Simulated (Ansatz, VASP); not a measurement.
# Si2W: VASP beside Ansatz

INCAR

```
  PREC = Accurate
  ENCUT = 520
  EDIFF = 1E-6
  ISMEAR = 0
  SIGMA = 0.15
  LREAL = False
  LASPH = True
  NELM = 80
  ALGO = Normal
  ISIF = 2
  LWAVE = False
  LCHARG = True
  GGA = CA
  LELF = True
  LVHAR = True
  NBANDS = 18
```

File KPOINTS:

```
Automatic mesh
0
Gamma
  18 18 18
```

POSCAR

```
Si2W
1.0
   -1.5928550571      1.5928550571      3.8862445622
    1.5928550571     -1.5928550571      3.8862445622
    1.5928550571      1.5928550571     -3.8862445622
Si W
2 1
Direct
    0.3024997701      0.3024997701      0.0000000000
    0.6975002299      0.6975002299      0.0000000000
    0.0000000000      0.0000000000      0.0000000000
```

Input for Ansatz:

```yaml
crystal:
  lattice:
    - [-1.5928550571, 1.5928550571, 3.8862445622]
    - [1.5928550571, -1.5928550571, 3.8862445622]
    - [1.5928550571, 1.5928550571, -3.8862445622]
  atoms:
    - { symbol: Si, position: [0.3024997701, 0.3024997701, 0.0] }
    - { symbol: Si, position: [0.6975002299, 0.6975002299, 0.0] }
    - { symbol: W, position: [0.0, 0.0, 0.0] }
basis:
  ecutwfc: 420
kpoints:
  mp_grid: { grid: [18, 18, 18] }
hamiltonian:
  xc: lda
  pseudopotentials: { kind: paw, azcp: { folder: soft_1 } }
scf:
  occupations: { method: gaussian, width: 0.15 }
output:
  forces: true
  stress: true
  eigenvalues: true
```

Alike in both runs: task single point; functional LDA; k mesh 18 × 18 × 18; occupations gaussian, width 0.15 eV; no spin polarisation.

|  | VASP | Ansatz |
| --- | --- | --- |
| version | VASP 6.6.1 | Ansatz 0.2.0 |
| potentials or method | VASP PAW LDA potentials, release 64 (Si, W_sv), cutoff 520 eV | scalar-relativistic, plane waves, PAW |
| valence electrons in the cell | 22 | 22 |

|  | VASP | Ansatz | Ansatz less VASP |
| --- | --- | --- | --- |
| gap on the k mesh at the Fermi level (eV) | none | none | - |
| pressure (GPa) | 7.9 | 7.3 | -0.65 |
| traceless stress, the component that is largest in VASP (GPa) | 11.63 | 11.33 | -0.303 |
| rms of the force components (eV/Å) | 2.162 | 2.157 | -0.0044 |

Ansatz warns that its potentials were made for another functional, while VASP's fit it. LDA's correlation is that of Perdew and Zunger in VASP and of Perdew and Wang (1992) in Ansatz. Atom by atom the forces differ by 0.004 eV/Å (rms over components). A gap of «none» marks a metal or a gap that the smearing closes.

Neither program's run includes spin-orbit coupling.
